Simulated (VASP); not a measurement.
Here is a VASP 6.6.1 calculation.

Contents of INCAR:

```
PREC     = Accurate       # precision mode
ENCUT    = 520            # plane-wave cutoff, eV
EDIFF    = 1E-7           # SCF threshold, eV
ISMEAR   = 0              # smearing method
SIGMA    = 0.05           # smearing width, eV
LREAL    = False          # projectors in reciprocal space
LASPH    = True           # aspherical terms in the spheres
NELM     = 60             # most SCF steps
ALGO     = Normal         # electronic algorithm
ISIF     = 2              # what is computed and relaxed
LWAVE    = False          # write WAVECAR
LCHARG   = False          # write CHGCAR
GGA      = PE             # functional
IVDW     = 12             # dispersion correction
NBANDS   = 20             # bands
```

Contents of KPOINTS:

```
Automatic mesh
0
Gamma
  9 9 4
```

POSCAR

```
WSe2
1.0
    3.4047345873      0.0000000000      0.0000000000
   -1.7023672936      2.6646181721      0.0000000000
    0.0000000000      0.0000000000      7.1688500340
W Se
1 2
Direct
    0.0000000000      0.0000000000      0.0000000000
    0.3333333333      0.6666666667      0.2405528385
    0.3333333333      0.6666666667      0.7594471615
```

Potentials or basis: VASP PAW PBE potentials, release 64 (W_sv, Se).

Launch:

```console
$ cat potpaw_PBE.64/W_sv/POTCAR potpaw_PBE.64/Se/POTCAR > POTCAR
$ mpirun -np 1 vasp_std > vasp.out
```

(1) Predict the dispersion energy per atom.

(2) Predict the pressure.

Results:

(1) -0.434 eV.

(2) 1.0 GPa.

Caveat: the cell differs from its parent crystal (strain +e along x and -e along y +0.0500, strain +e along z and -e/2 along x and y +0.0233); the stress differs along the axes, from -5 to 11 GPa.
